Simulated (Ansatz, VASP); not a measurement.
Given: the input of a run of Ansatz 0.2.0 on Cu.

The input input.yaml:

```yaml
crystal:
  lattice:
    - [-1.44279332, 1.44279332, 1.37608145]
    - [1.44279332, -1.44279332, 1.37608145]
    - [1.44279332, 1.44279332, -1.37608145]
  atoms:
    - { symbol: Cu, position: [0.0, 0.0, 0.0] }
hamiltonian:
  xc: rpbe
  pseudopotentials: { kind: paw }
kpoints:
  mp_grid: { grid: [13, 13, 13] }
scf:
  occupations: { method: fermi_dirac, width: 0.05 }
output:
  forces: true
  stress: true
  eigenvalues: true
relax:
  f_tol: 0.01
  max_steps: 40
  cell: { stress_tol: 0.05 }
```

Potentials or basis: Ansatz PAW.

The run is started by

```console
$ ansatz run input.yaml --threads 2 --pin off --max-ram 5632MiB --backend cpu --events-out ev --progress --plain --runs-dir out
```

Q: Translate it to VASP 6.6.1. Potentials there: VASP PAW PBE potentials, release 64 (Cu).

A: As run (the cutoff follows the program's own potentials):

File INCAR:

```
PREC = Accurate
ENCUT = 600
EDIFF = 1E-6
ISMEAR = -1
SIGMA = 0.05
LREAL = F
LASPH = T
NELM = 100
ALGO = Normal
ISIF = 3
LWAVE = F
LCHARG = F
GGA = RP
IBRION = 2
NSW = 60
EDIFFG = -0.01
```

KPOINTS

```
Automatic mesh
0
Gamma
  13 13 13
```

File POSCAR:

```
Cu
1.0
   -1.4427933200      1.4427933200      1.3760814500
    1.4427933200     -1.4427933200      1.3760814500
    1.4427933200      1.4427933200     -1.3760814500
Cu
1
Direct
    0.0000000000      0.0000000000      0.0000000000
```

Potentials or basis: VASP PAW PBE potentials, release 64 (Cu).

Run with:

```console
$ cat potpaw_PBE.64/Cu/POTCAR > POTCAR
$ mpirun -np 1 vasp_std > vasp.out
```

Both were run:

|  | VASP | Ansatz | Ansatz less VASP |
| --- | --- | --- | --- |
| gap on the k mesh at the Fermi level, each at its own relaxed structure (eV) | none | none | - |
| relaxed volume (Å³/atom) | 12.53 | 12.46 | -0.065 |
| relaxed cell length with the largest relative difference (Å) | 2.537 | 2.532 | -0.0045 |

VASP's potentials were made for PBE, not for RPBE. A gap of «none» marks a metal or a gap that the smearing closes. VASP's potentials hold 11 valence electrons a cell and Ansatz's 19, so a difference there can come from the potentials and not from the codes.

Noted on Ansatz's run: the plane-wave basis is chosen anew once the cell has moved, so the energies of steps on either side of that aren't comparable.
